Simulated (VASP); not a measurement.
Input of a VASP 6.6.1 run:

The input INCAR:

```
SYSTEM = CoO
ALGO = Normal
EDIFF = 1E-6
ENCUT = 520
GGA = CA
ISIF = 2
ISMEAR = -1
ISPIN = 2
LASPH = .True.
LCHARG = .False.
LMAXMIX = 4
LORBIT = 11
LREAL = .False.
LWAVE = .False.
MAGMOM = 2 0
NBANDS = 18
NELM = 150
PREC = Accurate
SIGMA = 0.05
```

Contents of KPOINTS:

```
k-points
0
Gamma
  11 11 11
  0 0 0
```

POSCAR

```
CoO
1.0
    1.4851228673      0.8574360872      2.4069508786
   -1.4851228673      0.8574360872      2.4069508786
    0.0000000000     -1.7148721745      2.4069508786
Co O
1 1
Direct
    0.0000000000      0.0000000000      0.0000000000
    0.5000000000      0.5000000000      0.5000000000
```

Potentials or basis: VASP PAW LDA potentials, release 64 (Co, O).

Launch:

```bash
$ cat potpaw_LDA.64/Co/POTCAR potpaw_LDA.64/O/POTCAR > POTCAR
$ mpirun -np 1 vasp_std > vasp.out
```

Estimate the site moments.

Co +2.12; O +0.21 μB.

Estimate the net moment.

2.38 μB per cell.

Estimate the pressure.

-16.0 GPa.

Stress tensor (GPa, compression positive):
```
-15.86   0.00   0.00
  0.00 -15.86   0.00
  0.00   0.00 -16.14
```

Caveat: a cell with one magnetic atom can't hold antiferromagnetic order, which such compounds often take.
